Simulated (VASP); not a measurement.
Write the native input for VASP 6.6.1 that does the following.

- Task: relaxation of cell and atoms
- Functional: PBE
- Potentials or basis: VASP PAW PBE potentials, release 64 (Sc_sv, Cd)
- Cutoff: 600 eV
- k mesh: 12 × 12 × 16
- Occupations: gaussian, width 0.1 eV
- Spin: no spin polarisation
- Dipole correction: no
- Further INCAR settings: ALGO = Fast; EDIFF = 1e-07; IBRION = 2; EDIFFG = -0.01; NSW = 100; ISIF = 3

The structure of Sc2Cd lies in POSCAR:

```
Sc2Cd
1.0
    5.0947444682      0.0000000000      0.0000000000
   -2.5473722341      4.4121781353      0.0000000000
    0.0000000000      0.0000000000      2.9507023417
Sc Cd
2 1
Direct
    0.3333333333      0.6666666667      0.5000000000
    0.6666666667      0.3333333333      0.5000000000
    0.0000000000      0.0000000000      0.0000000000
```

These files were run (other wordings do the same):

INCAR

```
  PREC = Accurate
  ENCUT = 600
  EDIFF = 1E-7
  ISMEAR = 0
  SIGMA = 0.1
  LREAL = False
  LASPH = True
  NELM = 80
  ALGO = Fast
  ISIF = 3
  LWAVE = False
  LCHARG = False
  GGA = PE
  IBRION = 2
  NSW = 100
  EDIFFG = -0.01
```

KPOINTS

```
regular mesh
0
Gamma
  12 12 16
```

Potentials or basis: VASP PAW PBE potentials, release 64 (Sc_sv, Cd).

Command:

```console
$ cat potpaw_PBE.64/Sc_sv/POTCAR potpaw_PBE.64/Cd/POTCAR > POTCAR
$ mpirun -np 1 vasp_std > vasp.out
```

Results of the run:

| Quantity | Value |
| --- | --- |
| Relaxed volume | 22.24 Å³/atom |
| Relaxed cell | a = 5.082 Å, b = 5.082 Å, c = 2.984 Å, α = 90.00°, β = 90.00°, γ = 120.00° |
| Space group after relaxing (to 0.1 Å) | P6/mmm (No. 191) |
| Energy gained by relaxing | 1.3 meV/atom |
| Ionic steps | 4 |
| Pressure after relaxing | 0.0 GPa |
| Band gap on the k mesh | zero (bands 17 and 18 overlap by 0.41 eV) |

Wall time 8.8 min on 1 thread of Intel(R) Xeon(R) 6975P-C (Granite Rapids), with other jobs on the host, peak memory 0.42 GiB.
